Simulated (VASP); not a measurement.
# SnSe (rocksalt type) (Fm-3m) in VASP: single point with PBE

Aim: the single point of SnSe (rocksalt type) with PBE.

Everything below comes from runs of VASP 6.6.1. Logs are shortened: lines on timing, memory, paths and dates and some standing lists are left out, and cuts for length are marked.

## Step 1: The cell of the first run

Symmetry: Fm-3m, No. 225, cubic system. Conventional cell: a = 4.967 Å, b = 4.967 Å, c = 4.967 Å, α = 90.00°, β = 90.00°, γ = 90.00°. Within 3.3 Å of Sn (site symmetry m-3m) lie 6 Se at 2.48 Å. Se (site symmetry m-3m) has 6 Sn at 2.48 Å within 3.3 Å.

## Step 2: Single point, PBE (15.31 Å³/atom)

POSCAR reads:

```
SnSe
1.0
    0.0000000000      2.4833200677      2.4833200677
    2.4833200677      0.0000000000      2.4833200677
    2.4833200677      2.4833200677      0.0000000000
Sn Se
1 1
Direct
    0.0000000000      0.0000000000      0.0000000000
    0.5000000000      0.5000000000      0.5000000000
```

INCAR.step1 reads:

```
SYSTEM = SnSe
ALGO     = Normal         ! electronic algorithm
EDIFF    = 1E-6           ! SCF threshold, eV
ENCUT    = 520            ! plane-wave cutoff, eV
GGA      = PE             ! functional
ISIF     = 2              ! what is computed and relaxed
ISMEAR   = -1             ! smearing method
LASPH    = .TRUE.         ! aspherical terms in the spheres
LCHARG   = .TRUE.         ! write CHGCAR
LREAL    = .FALSE.        ! projectors in reciprocal space
LWAVE    = .FALSE.        ! write WAVECAR
NBANDS   = 17             ! bands
NELM     = 100            ! most SCF steps
PREC     = Accurate       ! precision mode
SIGMA    = 0.1            ! smearing width, eV
```

KPOINTS.step1 reads:

```
k-points
0
G
  14 14 14
  0 0 0
```

INCAR.step2 reads:

```
SYSTEM = SnSe
ALGO     = Normal         ! electronic algorithm
EDIFF    = 1E-6           ! SCF threshold, eV
ENCUT    = 520            ! plane-wave cutoff, eV
GGA      = PE             ! functional
ICHARG   = 11             ! starting density
ISIF     = 2              ! what is computed and relaxed
ISMEAR   = -5             ! smearing method
LASPH    = .TRUE.         ! aspherical terms in the spheres
LCHARG   = .FALSE.        ! write CHGCAR
LORBIT   = 11             ! projections on sites
LREAL    = .FALSE.        ! projectors in reciprocal space
LWAVE    = .FALSE.        ! write WAVECAR
NEDOS    = 2001           ! points of the DOS
NELM     = 100            ! most SCF steps
PREC     = Accurate       ! precision mode
SIGMA    = 0.1            ! smearing width, eV
```

KPOINTS.step2 reads:

```
k-points
0
G
  21 21 21
  0 0 0
```

Potentials or basis: VASP PAW PBE potentials, release 64 (Sn_d, Se).

Launch:

```
$ cat potpaw_PBE.64/Sn_d/POTCAR potpaw_PBE.64/Se/POTCAR > POTCAR
$ cp INCAR.step1 INCAR
$ cp KPOINTS.step1 KPOINTS
$ mpirun -np 1 vasp_std > vasp.out
$ cp INCAR.step2 INCAR
$ cp KPOINTS.step2 KPOINTS
$ mpirun -np 1 vasp_std > vasp.out
```

OUTCAR:

```text
SYSTEM = SnSe
   EDIFF = 1E-6
   ENCUT = 520
   GGA = PE
   ICHARG = 11
   ISIF = 2
   ISMEAR = -5
   LASPH = .TRUE.
   LORBIT = 11
   LREAL = .FALSE.
   NELM = 100
   PREC = Accurate

 ion  position               nearest neighbor table
   1  0.000  0.000  0.000-   2 2.48   2 2.48   2 2.48   2 2.48   2 2.48   2 2.48
   2  0.500  0.500  0.500-   1 2.48   1 2.48   1 2.48   1 2.48   1 2.48   1 2.48

  LATTYP: Found a face centered cubic cell.
 ALAT       =     4.9666401354

  Lattice vectors:

 A1 = (   0.0000000000,   2.4833200677,   2.4833200677)
 A2 = (   2.4833200677,   0.0000000000,   2.4833200677)
 A3 = (   2.4833200677,   2.4833200677,   0.0000000000)

Analysis of symmetry for initial positions (statically):
=====================================================================
 Subroutine PRICEL returns:
 Original cell was already a primitive cell.

 Routine SETGRP: Setting up the symmetry group for a
 face centered cubic supercell.

 Subroutine GETGRP returns: Found 48 space group operations
 (whereof 48 operations were pure point group operations)
 out of a pool of 48 trial point group operations.

The static configuration has the point symmetry O_h .

Analysis of symmetry for dynamics (positions and initial velocities):
=====================================================================
 Subroutine PRICEL returns:
 Original cell was already a primitive cell.

 Routine SETGRP: Setting up the symmetry group for a
 face centered cubic supercell.

 Subroutine GETGRP returns: Found 48 space group operations
 (whereof 48 operations were pure point group operations)
 out of a pool of 48 trial point group operations.

The dynamic configuration has the point symmetry O_h .

 Subroutine INISYM returns: Found 48 space group operations
 (whereof 48 operations are pure point group operations),
 and found     1 'primitive' translations

----------------------------------------------------------------------------------------

                                     Primitive cell

  volume of cell :      30.6287

  direct lattice vectors                    reciprocal lattice vectors
     0.000000000  2.483320068  2.483320068    -0.201343357  0.201343357  0.201343357
     2.483320068  0.000000000  2.483320068     0.201343357 -0.201343357  0.201343357
     2.483320068  2.483320068  0.000000000     0.201343357  0.201343357 -0.201343357

  length of vectors
     3.511944919  3.511944919  3.511944919     0.348736925  0.348736925  0.348736925

  position of ions in fractional coordinates (direct lattice)
     0.000000000  0.000000000  0.000000000
     0.500000000  0.500000000  0.500000000

[... 93 lines left out ...]
   ISMEAR =    -5;   SIGMA  =   0.10  broadening in eV -4-tet -1-fermi 0-gaus
   EFERMI_NEDOS =   21; number of points for ismear=-14 and -15
   IALGO  =     38    algorithm
   IMIX   =      4    mixing-type and parameters
     AMIX     =   0.40;   BMIX     =  1.00
     AMIX_MAG =   1.60;   BMIX_MAG =  1.00
  volume/ion in A,a.u.               =      15.31       103.35
  Fermi-wavevector in a.u.,A,eV,Ry     =   1.420285  2.683949 27.445797  2.017209
  Thomas-Fermi vector in A             =   2.541216
   LORBIT       =     11    0 simple, 1 ext, 2 COOP (PROOUT), +10 PAW based schemes
   GGA     = PE    functional components
   LHFCALC =     F    Hartree Fock is set to
   AEXX    =    0.0000 exact exchange contribution
   IVDW    =     0    specifies the selected vdW correction
   LEPSILON=     F    determine dielectric tensor
   LRPA    =     F    only Hartree local field effects (RPA)
 non-spin polarized calculation
 Fermi weights with tetrahedron method with Bloechl corrections
  energy-cutoff  :      520.00
  volume of cell :       30.63
 maximum number of plane-waves:       869
 NGX is ok and might be reduce to    28

 number of electron      20.0000002 magnetization

 Free energy of the ion-electron system (eV)
  ---------------------------------------------------
  ext. energy  EPLUGINS =         0.00000000
  ---------------------------------------------------
  free energy    TOTEN  =        -3.40441658 eV

  energy without entropy =       -3.40441658  energy(sigma->0) =       -3.40441658

 E-fermi :  14.6680     XC(G=0): -12.4883

 val. band max:       14.7171009018   @ k =  -0.2381   0.1429   0.0000
 cond. band min:      14.5811008077   @ k =   0.3810   0.0952   0.0476
 fundamental gap:     -0.1360000941
 Fermi energy:        14.6680361269

 k-point     1 :       0.0000    0.0000    0.0000
  band No.  band energies     occupation
      1      -8.4209      2.00000
      2      -8.4209      2.00000
      3      -8.3641      2.00000
      4      -8.3641      2.00000
      5      -8.3641      2.00000
      6      -5.4108      2.00000
      7       9.9376      2.00000
      8       9.9376      2.00000
      9       9.9376      2.00000
     10      12.2966      2.00000
     11      19.0501      0.00000
     12      19.0501      0.00000
     13      19.0501      0.00000
     14      20.6024      0.00000
[... 377 lines left out ...]
      1      -8.5172      2.00000
      2      -8.5159      2.00000
      3      -8.3794      2.00000
      4      -8.2663      2.00000
      5      -8.2619      2.00000
      6      -3.1253      2.00000
      7       2.4856      2.00000
      8       9.8919      2.00000
      9      10.6639      2.00000
     10      13.8068      2.00000
     11      14.7360      0.95689
     12      14.9868     -0.00288
     13      18.2681      0.00000
     14      22.5044      0.00000

 [... further k-points ...]
[... 5 lines left out ...]
  --------------------------------------------------------------------------------------
  -------------------------------------------------------------------------------------
  Total       20.1221303     20.1221303     20.1221303     -0.0000000     -0.0000000     -0.0000000
  in kB     1052.5832351   1052.5832351   1052.5832351     -0.0000000     -0.0000000     -0.0000000
  external PRESSURE =    1052.5832351 kB  Pullay stress =       0.0000000 kB

 VOLUME and BASIS-vectors are now :
 -----------------------------------------------------------------------------
  energy-cutoff  :      520.00
  volume of cell :       30.63
      direct lattice vectors                 reciprocal lattice vectors
     0.000000000  2.483320068  2.483320068    -0.201343357  0.201343357  0.201343357
     2.483320068  0.000000000  2.483320068     0.201343357 -0.201343357  0.201343357
     2.483320068  2.483320068  0.000000000     0.201343357  0.201343357 -0.201343357

 POSITION                                       TOTAL-FORCE (eV/Angst)
 -----------------------------------------------------------------------------------
      0.00000      0.00000      0.00000         0.000000     -0.000000      0.000000
      2.48332      2.48332      2.48332        -0.000000      0.000000     -0.000000
 -----------------------------------------------------------------------------------
    total drift:                               -0.000000      0.000000      0.000000

  FREE ENERGIE OF THE ION-ELECTRON SYSTEM (eV)
  ---------------------------------------------------
  free  energy   TOTEN  =        -3.4044165781 eV

  energy  without entropy=       -3.4044165781  energy(sigma->0) =       -3.40441658

 total charge

# of ion       s       p       d       tot
------------------------------------------
    1        1.323   1.408  10.213  12.944
    2        1.509   2.525   0.193   4.227
--------------------------------------------------
tot          2.832   3.933  10.406  17.171
```

OSZICAR.step1:

```text
N       E                     dE             d eps       ncg     rms          rms(c)
DAV:   1     0.138898263430E+03    0.13890E+03   -0.99661E+03  3687   0.178E+03
DAV:   2     0.682061160044E+01   -0.13208E+03   -0.12782E+03  3880   0.376E+02
DAV:   3    -0.336769894043E+01   -0.10188E+02   -0.10071E+02  4365   0.894E+01
DAV:   4    -0.355802913120E+01   -0.19033E+00   -0.19000E+00  4216   0.122E+01
DAV:   5    -0.356191252278E+01   -0.38834E-02   -0.38831E-02  4693   0.178E+00    0.983E+00
DAV:   6    -0.345352136295E+01    0.10839E+00   -0.76052E-02  5210   0.271E+00    0.596E+00
DAV:   7    -0.341755613985E+01    0.35965E-01   -0.65003E-02  5389   0.189E+00    0.511E-01
DAV:   8    -0.341589706392E+01    0.16591E-02   -0.78711E-03  5099   0.936E-01    0.133E-01
DAV:   9    -0.341593440919E+01   -0.37345E-04   -0.40368E-04  4402   0.196E-01    0.540E-02
DAV:  10    -0.341593278513E+01    0.16241E-05   -0.26555E-05  5493   0.921E-02    0.167E-02
DAV:  11    -0.341593258484E+01    0.20029E-06   -0.64805E-06  4958   0.314E-02
   1 F= -.34159326E+01 E0= -.34057876E+01  d E =-.202899E-01
```

It took 82 s on 1 thread of AMD EPYC 9R45 (Zen 5), shared host; peak memory 0.23 GiB.

What came out:

| Quantity | Value |
| --- | --- |
| Valence electrons inside the program's atomic spheres | Sn 12.94; Se 4.23 |

Levels at points of the mesh, in eV from the Fermi level:
```csv
k point,band 8,band 9,band 10,band 11,band 12,band 13
"(0.00, 0.00, 0.00)",-4.73,-4.73,-2.37,4.38,4.38,4.38
```

Caveat: spin-orbit coupling is left out, which moves the levels of the heavy elements.
